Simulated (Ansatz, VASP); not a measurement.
**Rh in VASP and in Ansatz**

Contents of POSCAR:

```
Rh
1.0
    0.0000000000      1.8445035000      1.9585965000
    1.8445035000      0.0000000000      1.9585965000
    1.8445035000      1.8445035000      0.0000000000
Rh
1
Direct
    0.0000000000      0.0000000000      0.0000000000
```

File INCAR.step1:

```
SYSTEM = Rh
ALGO     = Normal         ! electronic algorithm
EDIFF    = 1E-4           ! SCF threshold, eV
ENCUT    = 520            ! plane-wave cutoff, eV
GGA      = PE             ! functional
ISMEAR   = 0              ! smearing method
LASPH    = .TRUE.         ! aspherical terms in the spheres
LCHARG   = .FALSE.        ! write CHGCAR
LREAL    = .FALSE.        ! projectors in reciprocal space
LWAVE    = .TRUE.         ! write WAVECAR
NBANDS   = 14             ! bands
NELM     = 80             ! most SCF steps
PREC     = Accurate       ! precision mode
SIGMA    = 0.15           ! smearing width, eV
```

Contents of INCAR.step2:

```
SYSTEM = Rh
ALGO     = Normal         ! electronic algorithm
EDIFF    = 1E-6           ! SCF threshold, eV
ENCUT    = 520            ! plane-wave cutoff, eV
ISIF     = 2              ! what is computed and relaxed
ISMEAR   = 0              ! smearing method
ISTART   = 1            
LASPH    = .TRUE.         ! aspherical terms in the spheres
LCHARG   = .FALSE.        ! write CHGCAR
LMIXTAU  = .TRUE.       
LREAL    = .FALSE.        ! projectors in reciprocal space
LWAVE    = .FALSE.        ! write WAVECAR
METAGGA  = R2SCAN         ! meta-GGA
NBANDS   = 14             ! bands
NELM     = 80             ! most SCF steps
PREC     = Accurate       ! precision mode
SIGMA    = 0.15           ! smearing width, eV
```

The input KPOINTS:

```
k-points
0
G
  22 22 22
  0 0 0
```

Input for Ansatz:

```yaml
crystal:
  lattice:
    - [0.0, 1.8445035, 1.9585965]
    - [1.8445035, 0.0, 1.9585965]
    - [1.8445035, 1.8445035, 0.0]
  atoms:
    - { symbol: Rh, position: [0.0, 0.0, 0.0] }
basis:
  ecutwfc: 500
kpoints:
  mp_grid: { grid: [22, 22, 22] }
hamiltonian:
  xc: r2scan
scf:
  occupations: { method: gaussian, width: 0.15 }
output:
  forces: true
  stress: true
  eigenvalues: true
```

Change from the starting cell: strain -0.030 along x and y, +0.030 along z, atoms carried along.

Alike in both runs: task single point; functional r2SCAN; k mesh 22 × 22 × 22; occupations gaussian, width 0.15 eV; no spin polarisation.

|  | VASP | Ansatz |
| --- | --- | --- |
| version | VASP 6.6.1 | Ansatz 0.2.0 |
| potentials or method | VASP PAW PBE potentials, release 64 (Rh_pv), cutoff 520 eV | scalar-relativistic, plane waves, PAW |
| valence electrons in the cell | 15 | 17 |

Ansatz gave:

```
gap on the k mesh at the Fermi level (eV)                     : none
pressure (GPa)                                                : 9.5
traceless stress, the component that is largest in VASP (GPa) : -11.11
```

Question: Estimate VASP's values.

Answer: gap on the k mesh at the Fermi level (eV): none; pressure (GPa): 10.8; traceless stress, the component that is largest in VASP (GPa): -11.17.

VASP's potentials were made for PBE, not for r2SCAN. A gap of «none» marks a metal or a gap that the smearing closes. VASP's potentials hold 15 valence electrons a cell and Ansatz's 17, so a difference there can come from the potentials and not from the codes.
